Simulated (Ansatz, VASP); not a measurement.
Two plane-wave programs on SrCl2

Contents of INCAR:

```
SYSTEM = SrCl2
  ALGO = Normal
  EDIFF = 1E-6
  ENCUT = 520
  GGA = PE
  ISIF = 2
  ISMEAR = 0
  LASPH = .TRUE.
  LCHARG = .FALSE.
  LREAL = .FALSE.
  LWAVE = .FALSE.
  NBANDS = 19
  NELM = 80
  PREC = Accurate
  SIGMA = 0.05
```

File KPOINTS:

```
k-points
0
G
  6 6 6
  0 0 0
```

The input POSCAR:

```
SrCl2
1.0
    0.0000000000      3.5179849602      3.3526396671
    3.5179849602      0.0000000000      3.3526396671
    3.5179849602      3.5179849602      0.0000000000
Sr Cl
1 2
Direct
    0.0000000000      0.0000000000      0.0000000000
    0.2500000000      0.2500000000      0.2500000000
    0.7500000000      0.7500000000      0.7500000000
```

Input for Ansatz:

```yaml
crystal:
  lattice:
    - [0.0, 3.5179849602, 3.3526396671]
    - [3.5179849602, 0.0, 3.3526396671]
    - [3.5179849602, 3.5179849602, 0.0]
  atoms:
    - { symbol: Sr, position: [0.0, 0.0, 0.0] }
    - { symbol: Cl, position: [0.25, 0.25, 0.25] }
    - { symbol: Cl, position: [0.75, 0.75, 0.75] }
basis:
  ecutwfc: 420
kpoints:
  mp_grid: { grid: [6, 6, 6] }
hamiltonian:
  xc: pbe
scf:
  occupations: { method: gaussian, width: 0.05 }
output:
  forces: true
  stress: true
  eigenvalues: true
```

Alike in both runs: task single point; functional PBE; k mesh 6 × 6 × 6; occupations gaussian, width 0.05 eV; no spin polarisation.

|  | VASP | Ansatz |
| --- | --- | --- |
| version | VASP 6.6.1 | Ansatz 0.2.0 |
| potentials or method | VASP PAW PBE potentials, release 64 (Sr_sv, Cl), cutoff 520 eV | scalar-relativistic, plane waves, PAW |
| valence electrons in the cell | 24 | 24 |

|  | VASP | Ansatz | Ansatz less VASP |
| --- | --- | --- | --- |
| gap on the k mesh at the Fermi level (eV) | 5.14 | 5.14 | +0.005 |
| least direct gap on the mesh (eV) | 5.27 | 5.27 | +0.002 |
| pressure (GPa) | 2.0 | 1.9 | -0.09 |
| traceless stress, the component that is largest in VASP (GPa) | 1.76 | 1.77 | +0.011 |
